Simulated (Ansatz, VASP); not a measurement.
This is a calculation of BAs for Ansatz 0.2.0.

File input.yaml:

```yaml
crystal:
  lattice:
    - [0.0, 2.3885, 2.3885]
    - [2.3885, 0.0, 2.3885]
    - [2.3885, 2.3885, 0.0]
  atoms:
    - { symbol: As, position: [0.75, 0.75, 0.75] }
    - { symbol: B, position: [0.0, 0.0, 0.0] }
kpoints:
  mp_grid: { grid: [6, 6, 6] }
scf:
  occupations: { method: fermi_dirac, width: 0.05 }
hamiltonian:
  xc: hse06
  pseudopotentials: { kind: all_electron, datasets: crystal }
output:
  forces: true
  stress: true
```

Potentials or basis: all-electron PAW datasets made for the crystal.

The run is started by

```bash
$ ansatz run input.yaml --threads 1 --pin off --max-ram 3072MiB --backend cpu --events-out ev --progress --plain --runs-dir out
```

Question: Set up the same calculation for VASP 6.6.1. Potentials there: VASP PAW PBE potentials, release 64 (As, B).

Answer: As run (the cutoff follows the program's own potentials):

File POSCAR:

```
BAs
1.0
    0.0000000000      2.3885000000      2.3885000000
    2.3885000000      0.0000000000      2.3885000000
    2.3885000000      2.3885000000      0.0000000000
As B
1 1
Direct
    0.7500000000      0.7500000000      0.7500000000
    0.0000000000      0.0000000000      0.0000000000
```

INCAR.step1

```
  PREC = Accurate
  ENCUT = 520
  EDIFF = 1E-5
  ISMEAR = -1
  SIGMA = 0.05
  LREAL = F
  LASPH = T
  NELM = 60
  ALGO = Normal
  ISIF = 2
  LWAVE = T
  LCHARG = F
  GGA = PE
  NBANDS = 11
```

File INCAR.step2:

```
  PREC = Accurate
  ENCUT = 520
  EDIFF = 1E-6
  ISMEAR = -1
  SIGMA = 0.05
  LREAL = F
  LASPH = T
  NELM = 60
  ALGO = Normal
  ISIF = 2
  LWAVE = F
  LCHARG = F
  GGA = PE
  LHFCALC = T
  HFSCREEN = 0.2079
  PRECFOCK = Normal
  ISTART = 1
  NBANDS = 11
```

KPOINTS

```
Automatic mesh
0
Gamma
  6 6 6
```

Potentials or basis: VASP PAW PBE potentials, release 64 (As, B).

The run is started by

```bash
$ cat potpaw_PBE.64/As/POTCAR potpaw_PBE.64/B/POTCAR > POTCAR
$ cp INCAR.step1 INCAR
$ mpirun -np 1 vasp_std > vasp.out
$ cp INCAR.step2 INCAR
$ mpirun -np 1 vasp_std > vasp.out
```

Both were run:

|  | VASP | Ansatz | Ansatz less VASP |
| --- | --- | --- | --- |
| gap on the k mesh at the Fermi level (eV) | 1.95 | 1.94 | -0.005 |
| least direct gap on the mesh (eV) | 4.11 | 4.12 | +0.007 |
| pressure (GPa) | -0.6 | -0.5 | +0.08 |

Ansatz ran all-electron here, and VASP with PAW potentials.
